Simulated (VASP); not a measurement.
Wanted: the native input for a VASP 6.6.1 run.

* Task: single point
* Functional: PBEsol
* Potentials or basis: VASP PAW PBE potentials, release 64 (Si)
* Cutoff: 520 eV
* k mesh: 14 × 14 × 14
* Occupations: gaussian, width 0.5 eV
* Spin: no spin polarisation
* Dipole correction: no
* Further INCAR settings: ALGO = Normal; EDIFF = 1e-06; NBANDS = 11

The structure of Si lies in POSCAR:

```
Si
1.0
   -2.3713723000      2.3713723000      1.3292653900
    2.3713723000     -2.3713723000      1.3292653900
    2.3713723000      2.3713723000     -1.3292653900
Si
2
Direct
    0.2500000000      0.7500000000      0.5000000000
    0.5000000000      0.5000000000      0.0000000000
```

One way to write it, as run:

INCAR

```
PREC     = Accurate       # precision mode
ENCUT    = 520            # plane-wave cutoff, eV
EDIFF    = 1E-6           # SCF threshold, eV
ISMEAR   = 0              # smearing method
SIGMA    = 0.5            # smearing width, eV
LREAL    = False          # projectors in reciprocal space
LASPH    = True           # aspherical terms in the spheres
NELM     = 100            # most SCF steps
ALGO     = Normal         # electronic algorithm
ISIF     = 2              # what is computed and relaxed
LWAVE    = False          # write WAVECAR
LCHARG   = False          # write CHGCAR
GGA      = PS             # functional
NBANDS   = 11             # bands
```

KPOINTS

```
regular mesh
0
Gamma
  14 14 14
```

Potentials or basis: VASP PAW PBE potentials, release 64 (Si).

Command:

```sh
$ cat potpaw_PBE.64/Si/POTCAR > POTCAR
$ mpirun -np 1 vasp_std > vasp.out
```

Results of the run:

* Pressure: 1.0 GPa
* Band gap on the k mesh: zero (bands 4 and 5 overlap by 6.45 eV)

Caveat: so wide a smearing shifts energies and pressures; the PAW data sets were made with another functional, which shifts forces and pressure a little.

It took 47 s on 1 thread of AMD EPYC 7R13 Processor (Zen 3), on a shared host, peak memory 0.16 GiB.
